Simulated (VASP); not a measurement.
Input of a VASP 6.6.1 run:

File POSCAR:

```
Ti
1.0
    0.0000000000      2.0217017781      2.0217017781
    2.0217017781      0.0000000000      2.0217017781
    2.0217017781      2.0217017781      0.0000000000
Ti
1
Direct
    0.0000000000      0.0000000000      0.0000000000
```

INCAR.step1

```
ALGO     = Normal         # electronic algorithm
EDIFF    = 1E-4           # SCF threshold, eV
ENCUT    = 520            # plane-wave cutoff, eV
GGA      = PE             # functional
ISMEAR   = -1             # smearing method
LASPH    = T              # aspherical terms in the spheres
LCHARG   = F              # write CHGCAR
LREAL    = F              # projectors in reciprocal space
LWAVE    = T              # write WAVECAR
NBANDS   = 12             # bands
NELM     = 100            # most SCF steps
PREC     = Accurate       # precision mode
SIGMA    = 0.1            # smearing width, eV
```

File INCAR.step2:

```
ALGO     = Normal         # electronic algorithm
EDIFF    = 1E-7           # SCF threshold, eV
ENCUT    = 520            # plane-wave cutoff, eV
ISIF     = 2              # what is computed and relaxed
ISMEAR   = -1             # smearing method
ISTART   = 1            
LASPH    = T              # aspherical terms in the spheres
LCHARG   = T              # write CHGCAR
LELF     = T              # ELF
LMIXTAU  = T            
LREAL    = F              # projectors in reciprocal space
LVHAR    = T            
LWAVE    = F              # write WAVECAR
METAGGA  = R2SCAN         # meta-GGA
NBANDS   = 12             # bands
NELM     = 100            # most SCF steps
PREC     = Accurate       # precision mode
SIGMA    = 0.1            # smearing width, eV
```

Contents of KPOINTS:

```
k-points
0
Gamma
  14 14 14
```

Potentials or basis: VASP PAW PBE potentials, release 64 (Ti_sv).

Launch:

```sh
$ cat potpaw_PBE.64/Ti_sv/POTCAR > POTCAR
$ cp INCAR.step1 INCAR
$ mpirun -np 1 vasp_std > vasp.out
$ cp INCAR.step2 INCAR
$ mpirun -np 1 vasp_std > vasp.out
```

Task: Predict the band gap on the k mesh.

Result: Zero (band 6 reaches 9.82 eV, above the bottom of band 7 at 8.38 eV).

Task: Predict the pressure.

Result: 6.6 GPa.

Caveat: the PAW data sets were made with another functional, which shifts forces and pressure a little.
